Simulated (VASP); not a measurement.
# BaTiO3 in VASP: a series of runs

BaTiO3 is run at these levels: r2SCAN; tasks: single point.

Program: VASP 6.6.1. These are calculated values, not measurements. Logs are shortened: lines on timing, memory, paths and dates and some standing lists are left out, and cuts for length are marked.

**1. The cell of the first run**

It takes space group R-3m (No. 166, trigonal). Conventional cell: a = 5.697 Å, b = 5.697 Å, c = 7.007 Å, α = 90.00°, β = 90.00°, γ = 120.00°. Ba (site symmetry -3m) has 12 O at 2.85 to 2.86 Å and 8 Ti at 3.49 to 3.50 Å within 3.8 Å. Within 2.7 Å of Ti (site symmetry -3m) lie 6 O at 2.02 Å. O (site symmetry 2/m) has 2 Ti at 2.02 Å within 2.7 Å.

**2. Single point, r2SCAN**

Input file POSCAR:

```
BaTiO3
1.0
    2.8482561200      1.6444414400      2.3355603300
   -2.8482561200      1.6444414400      2.3355603300
    0.0000000000     -3.2888828800      2.3355603300
Ba Ti O
1 1 3
Direct
    0.0001460400      0.0001460400      0.0001460400
    0.5001460400      0.5001460400      0.5001460400
    0.5001460400      1.0001460400      0.5001460400
    0.5001460400      0.5001460400      1.0001460400
    1.0001460400      0.5001460400      0.5001460400
```

Input file INCAR.step1:

```
ALGO = Normal
EDIFF = 1E-5
ENCUT = 660
GGA = PE
GGA_COMPAT = F
ISMEAR = 0
LASPH = T
LCHARG = F
LREAL = F
LWAVE = T
NBANDS = 28
NELM = 120
PREC = Accurate
SIGMA = 0.1
```

Input file INCAR.step2:

```
ALGO = Normal
EDIFF = 1E-6
ENCUT = 660
GGA_COMPAT = F
ISIF = 2
ISMEAR = 0
ISTART = 1
LASPH = T
LCHARG = F
LMIXTAU = T
LREAL = F
LWAVE = F
METAGGA = R2SCAN
NBANDS = 28
NELM = 120
PREC = Accurate
SIGMA = 0.1
```

Input file KPOINTS:

```
k-points
0
Gamma
  6 6 6
```

Potentials or basis: VASP PAW PBE potentials, release 64 (Ba_sv, Ti_sv, O).

On the command line:

```console
cat potpaw_PBE.64/Ba_sv/POTCAR potpaw_PBE.64/Ti_sv/POTCAR potpaw_PBE.64/O/POTCAR > POTCAR
cp INCAR.step1 INCAR
mpirun -np 1 vasp_std > vasp.out
cp INCAR.step2 INCAR
mpirun -np 1 vasp_std > vasp.out
```

OUTCAR:

```text
EDIFF = 1E-6
   ENCUT = 660
   ISIF = 2
   ISMEAR = 0
   ISTART = 1
   LASPH = T
   LREAL = F
   METAGGA = R2SCAN
   NELM = 120
   PREC = Accurate

 ion  position               nearest neighbor table
   1  0.000  0.000  0.000-   4 2.85   4 2.85   3 2.85   5 2.85   3 2.85   5 2.85   5 2.86   3 2.86
                             5 2.86   3 2.86   4 2.86   4 2.86   2 3.49   2 3.49   2 3.49   2 3.49
   2  0.500  0.500  0.500-   3 2.02   5 2.02   3 2.02   5 2.02   4 2.02   4 2.02   1 3.49   1 3.49
                             1 3.49   1 3.49   1 3.49   1 3.49   1 3.50   1 3.50
   3  0.500  0.000  0.500-   2 2.02   2 2.02   1 2.85   1 2.85   1 2.86   1 2.86
   4  0.500  0.500  0.000-   2 2.02   2 2.02   1 2.85   1 2.85   1 2.86   1 2.86
   5  0.000  0.500  0.500-   2 2.02   2 2.02   1 2.85   1 2.85   1 2.86   1 2.86

  LATTYP: Found a trigonal (rhomboedric) cell.
 ALAT       =     4.0338062241
 COS(alpha) =     0.0028556981

  Lattice vectors:

 A1 = (   2.8482561200,   1.6444414400,   2.3355603300)
 A2 = (  -2.8482561200,   1.6444414400,   2.3355603300)
 A3 = (   0.0000000000,  -3.2888828800,   2.3355603300)

Analysis of symmetry for initial positions (statically):
=====================================================================
 Subroutine PRICEL returns:
 Original cell was already a primitive cell.

 Routine SETGRP: Setting up the symmetry group for a
 trigonal (rhombohedral) supercell.

 Subroutine GETGRP returns: Found 12 space group operations
 (whereof  6 operations were pure point group operations)
 out of a pool of 12 trial point group operations.

The static configuration has the point symmetry C_3v.
 The point group associated with its full space group is D_3d.

Analysis of symmetry for dynamics (positions and initial velocities):
=====================================================================
 Subroutine PRICEL returns:
 Original cell was already a primitive cell.

 Routine SETGRP: Setting up the symmetry group for a
 trigonal (rhombohedral) supercell.

 Subroutine GETGRP returns: Found 12 space group operations
 (whereof  6 operations were pure point group operations)
 out of a pool of 12 trial point group operations.

The dynamic configuration has the point symmetry C_3v.
 The point group associated with its full space group is D_3d.

 Subroutine INISYM returns: Found 12 space group operations
 (whereof  6 operations are pure point group operations),
 and found     1 'primitive' translations

----------------------------------------------------------------------------------------

                                     Primitive cell

  volume of cell :      65.6357

  direct lattice vectors                    reciprocal lattice vectors
     2.848256120  1.644441440  2.335560330     0.175546011  0.101351537  0.142720926
    -2.848256120  1.644441440  2.335560330    -0.175546011  0.101351537  0.142720926
     0.000000000 -3.288882880  2.335560330     0.000000000 -0.202703073  0.142720926

  length of vectors
     4.033806221  4.033806221  4.033806224     0.247906835  0.247906835  0.247906834

  position of ions in fractional coordinates (direct lattice)
     0.000146040  0.000146040  0.000146040
     0.500146040  0.500146040  0.500146040
     0.500146040  0.000146040  0.500146040
     0.500146040  0.500146040  0.000146040
     0.000146040  0.500146040  0.500146040

  ion indices of the primitive-cell ions
   primitive index   ion index
                 1           1
                 2           2
                 3           3
                 4           4
                 5           5

----------------------------------------------------------------------------------------

 KPOINTS: k-points

Automatic generation of k-mesh.
 Grid dimensions read from file:
 generate k-points for:    6    6    6

 Generating k-lattice:

  Cartesian coordinates                     Fractional coordinates (reciprocal lattice)
     0.029257668  0.016891923  0.023786821     0.166666667  0.000000000  0.000000000
    -0.029257668  0.016891923  0.023786821     0.000000000  0.166666667  0.000000000
     0.000000000 -0.033783846  0.023786821     0.000000000  0.000000000  0.166666667

  Length of vectors
     0.041317806  0.041317806  0.041317806

  Shift w.r.t. Gamma in fractional coordinates (k-lattice)
     0.000000000  0.000000000  0.000000000

 Subroutine IBZKPT returns following result:
 ===========================================

 Found     32 irreducible k-points:

 Following reciprocal coordinates:
            Coordinates               Weight
  0.000000  0.000000  0.000000      1.000000
  0.166667  0.000000 -0.000000      6.000000
  0.333333  0.000000 -0.000000      6.000000
  0.500000  0.000000  0.000000      3.000000
  0.166667  0.166667 -0.000000      6.000000
  0.333333  0.166667  0.000000     12.000000
[... 16 lines left out ...]
  0.500000  0.500000  0.166667      6.000000
 -0.333333  0.500000  0.166667     12.000000
 [... further k-points ...]
   k-points           NKPTS =     32   k-points in BZ     NKDIM =     32   number of bands    NBANDS=     28
   number of dos      NEDOS =    301   number of ions     NIONS =      5
   total plane-waves  NPLWV =  46656
   dimension x,y,z NGX =    36 NGY =   36 NGZ =   36
   dimension x,y,z NGXF=    72 NGYF=   72 NGZF=   72
   ions per type =               1   1   3
   NGX,Y,Z   is equivalent  to a cutoff of  14.84, 14.84, 14.84 a.u.
   NGXF,Y,Z  is equivalent  to a cutoff of  29.67, 29.67, 29.67 a.u.
 SYSTEM =  unknown system
   PREC   = accura    normal or accurate (medium, high low for compatibility)
   ISTART =      1    job   : 0-new  1-cont  2-samecut
   ICHARG =      0    charge: 1-file 2-atom 10-const
   ISPIN  =      1    spin polarized calculation?
   LNONCOLLINEAR =      F non collinear calculations
   LSORBIT =      F    spin-orbit coupling
   LASPH  =      T    aspherical Exc in radial PAW
   ENCUT  =  660.0 eV  48.51 Ry    6.96 a.u.   8.45  8.45  8.45*2*pi/ulx,y,z
   NELM   =    120;   NELMIN=  2; NELMDL=  0     # of ELM steps
   EDIFF  = 0.1E-05   stopping-criterion for ELM
   LREAL  =      F    real-space projection
   EDIFFG = 0.1E-04   stopping-criterion for IOM
   NSW    =      0    number of steps for IOM
   IBRION =     -1    ionic relax: 0-MD 1-quasi-New 2-CG
   NFREE  =      0    steps in history (QN), initial steepest desc. (CG)
   ISIF   =      2    stress and relaxation
   ISYM   =      2    0-nonsym 1-usesym 2-fastsym
   POTIM  = 0.5000    time-step for ionic-motion
   TEBEG  =    0.0;   TEEND  =   0.0 temperature during run
   PSTRESS=    0.0 pullay stress
   NELECT =      40.0000    total number of electrons
   NUPDOWN=      -1.0000    fix difference up-down
   EMIN   =  10.00;   EMAX   =-10.00  energy-range for DOS
   EFERMI =   0.00;   METHOD = LEGACY
   ISMEAR =     0;   SIGMA  =   0.10  broadening in eV -4-tet -1-fermi 0-gaus
   EFERMI_NEDOS =   21; number of points for ismear=-14 and -15
   IALGO  =     38    algorithm
   IMIX   =      4    mixing-type and parameters
     AMIX     =   0.40;   BMIX     =  1.00
     AMIX_MAG =   1.60;   BMIX_MAG =  1.00
  volume/ion in A,a.u.               =      13.13        88.59
  Fermi-wavevector in a.u.,A,eV,Ry     =   1.387975  2.622892 26.211269  1.926474
  Thomas-Fermi vector in A             =   2.512145
   LORBIT       =      0    0 simple, 1 ext, 2 COOP (PROOUT), +10 PAW based schemes
   METAGGA = R2SCAN    functional components
   LHFCALC =     F    Hartree Fock is set to
   AEXX    =    0.0000 exact exchange contribution
   IVDW    =     0    specifies the selected vdW correction
   LEPSILON=     F    determine dielectric tensor
   LRPA    =     F    only Hartree local field effects (RPA)
 non-spin polarized calculation
 Gauss-broadening in eV      SIGMA  =   0.10
  energy-cutoff  :      660.00
  volume of cell :       65.64
 maximum number of plane-waves:      2546
 NGX is ok and might be reduce to    36
   NGX = 17   NGY = 17   NGZ = 17

 number of electron      39.9999996 magnetization

 Free energy of the ion-electron system (eV)
  ---------------------------------------------------
  ext. energy  EPLUGINS =         0.00000000
  ---------------------------------------------------
  free energy    TOTEN  =       -74.23785378 eV

  energy without entropy =      -74.23785378  energy(sigma->0) =      -74.23785378

 E-fermi :   3.7713     XC(G=0): -11.7854

 val. band max:        3.3529631616   @ k =   0.5000   0.5000   0.5000
 cond. band min:       5.4244144508   @ k =   0.0000   0.0000   0.0000
 fundamental gap:      2.0714512892
 Fermi energy:         3.7713320221

 k-point     1 :       0.0000    0.0000    0.0000
  band No.  band energies     occupation
      1     -55.6408      2.00000
      2     -30.7865      2.00000
      3     -30.7865      2.00000
      4     -30.7825      2.00000
      5     -22.1745      2.00000
      6     -14.4574      2.00000
[... 20 lines left out ...]
     27       8.9242      0.00000
     28      11.3929      0.00000

 k-point     2 :       0.1667    0.0000   -0.0000
  band No.  band energies     occupation
      1     -55.6406      2.00000
      2     -30.7982      2.00000
      3     -30.7860      2.00000
      4     -30.7831      2.00000
      5     -22.1466      2.00000
      6     -14.4702      2.00000
[... 20 lines left out ...]
     27       9.4567      0.00000
     28      12.0408      0.00000

 k-point     3 :       0.3333    0.0000   -0.0000
  band No.  band energies     occupation
      1     -55.6401      2.00000
      2     -30.8237      2.00000
      3     -30.7852      2.00000
      4     -30.7824      2.00000
      5     -22.0898      2.00000
      6     -14.5722      2.00000
[... 616 lines left out ...]
      3     -30.8319      2.00000
      4     -30.7941      2.00000
      5     -21.9723      2.00000
      6     -14.0008      2.00000
[... 20 lines left out ...]
     27      12.3779      0.00000
     28      12.7341      0.00000

 k-point    24 :      -0.3333    0.5000    0.1667
  band No.  band energies     occupation
      1     -55.6389      2.00000
      2     -30.8338      2.00000
      3     -30.8205      2.00000
      4     -30.7945      2.00000
      5     -21.9901      2.00000
      6     -14.1506      2.00000
[... 20 lines left out ...]
     27      12.0238      0.00000
     28      12.4995      0.00000

 [... further k-points ...]

------------------------ aborting loop because EDIFF is reached ----------------------------------------

  FORCE on cell =-STRESS in cart. coord.  units (eV):
  Direction    XX          YY          ZZ          XY          YZ          ZX
  --------------------------------------------------------------------------------------
  -------------------------------------------------------------------------------------
  Total       -1.2511534     -1.2511534     -1.7032279      0.0000000      0.0000000     -0.0000000
  in kB      -30.5408658    -30.5408659    -41.5760806      0.0000000      0.0000000     -0.0000000
  external PRESSURE =     -34.2192708 kB  Pullay stress =       0.0000000 kB

 VOLUME and BASIS-vectors are now :
 -----------------------------------------------------------------------------
  energy-cutoff  :      660.00
  volume of cell :       65.64
      direct lattice vectors                 reciprocal lattice vectors
     2.848256120  1.644441440  2.335560330     0.175546011  0.101351537  0.142720926
    -2.848256120  1.644441440  2.335560330    -0.175546011  0.101351537  0.142720926
     0.000000000 -3.288882880  2.335560330     0.000000000 -0.202703073  0.142720926

 POSITION                                       TOTAL-FORCE (eV/Angst)
 -----------------------------------------------------------------------------------
      0.00000      0.00000      0.00102         0.000000      0.000000      0.000000
      0.00000      0.00000      3.50436         0.000000      0.000000     -0.000000
      1.42413     -0.82222      2.33658         0.000000     -0.000000     -0.000000
      0.00000      1.64444      2.33658         0.000000     -0.000000     -0.000000
     -1.42413     -0.82222      2.33658         0.000000     -0.000000      0.000000
 -----------------------------------------------------------------------------------
    total drift:                                0.000000      0.000000      0.000003

  FREE ENERGIE OF THE ION-ELECTRON SYSTEM (eV)
  ---------------------------------------------------
  free  energy   TOTEN  =       -74.2378537817 eV

  energy  without entropy=      -74.2378537817  energy(sigma->0) =      -74.23785378
```

It took 3.3 min on 1 thread of AMD EPYC 9R45 (Zen 5), shared host; peak memory 0.23 GiB.

What came out:

```
Free energy            : -74.2379 eV
Pressure               : -3.4 GPa
Band gap on the k mesh : 2.07 eV (least direct gap 2.24 eV)
```

Stress tensor (GPa, compression positive):
```
-3.05  0.00  0.00
 0.00 -3.05  0.00
 0.00  0.00 -4.16
```

Caveat: the cell stands under tension; the PAW data sets were made with another functional, which shifts forces and pressure a little; spin-orbit coupling is left out, which moves the levels of the heavy elements.

**3. Single point, r2SCAN**

This run uses another cell than the first one, of 12.75 Å³/atom.

Edit POSCAR of step 2 so:

```diff
@@ -2,5 +2,5 @@
 1.0
-    2.8482561200      1.6444414400      2.3355603300
-   -2.8482561200      1.6444414400      2.3355603300
-    0.0000000000     -3.2888828800      2.3355603300
+    2.8243419785      1.6306346015      2.3062267674
+   -2.8243419785      1.6306346015      2.3062267674
+    0.0000000000     -3.2612692031      2.3062267674
 Ba Ti O
```

Input file INCAR.step1:

```
  ALGO = Normal
  EDIFF = 1E-5
  ENCUT = 660
  GGA = PE
  GGA_COMPAT = False
  ISMEAR = 0
  LASPH = True
  LCHARG = False
  LREAL = False
  LWAVE = True
  NBANDS = 28
  NELM = 120
  PREC = Accurate
  SIGMA = 0.02
```

Input file INCAR.step2:

```
  ALGO = Normal
  EDIFF = 1E-6
  ENCUT = 660
  GGA_COMPAT = False
  ISIF = 2
  ISMEAR = 0
  ISTART = 1
  LASPH = True
  LCHARG = False
  LMIXTAU = True
  LREAL = False
  LWAVE = False
  METAGGA = R2SCAN
  NBANDS = 28
  NELM = 120
  PREC = Accurate
  SIGMA = 0.02
```

Input file KPOINTS:

```
k-points
0
Gamma
  9 9 9
```

Potentials or basis: VASP PAW PBE potentials, release 64 (Ba_sv, Ti_sv, O).

On the command line:

```console
cat potpaw_PBE.64/Ba_sv/POTCAR potpaw_PBE.64/Ti_sv/POTCAR potpaw_PBE.64/O/POTCAR > POTCAR
cp INCAR.step1 INCAR
mpirun -np 1 vasp_std > vasp.out
cp INCAR.step2 INCAR
mpirun -np 1 vasp_std > vasp.out
```

Wall time 8.8 min (1 thread of AMD EPYC 9R45 (Zen 5), shared host); peak memory 0.34 GiB.

The run converged. Its results:

```
Free energy            : -74.2451 eV
Pressure               : 1.8 GPa
Band gap on the k mesh : 2.19 eV (least direct gap 2.30 eV)
```

Levels at points of the mesh, in eV from the valence-band top:
```csv
k point,band 17,band 18,band 19,band 20,band 21,band 22,band 23,band 24
"(0.00, 0.00, 0.00)",-1.10,-0.11,-0.11,-0.11,2.19,2.19,2.19,4.25
```

Caveat: the PAW data sets were made with another functional, which shifts forces and pressure a little; spin-orbit coupling is left out, which moves the levels of the heavy elements; an odd mesh through Γ misses points on the zone boundary, where band edges can lie.
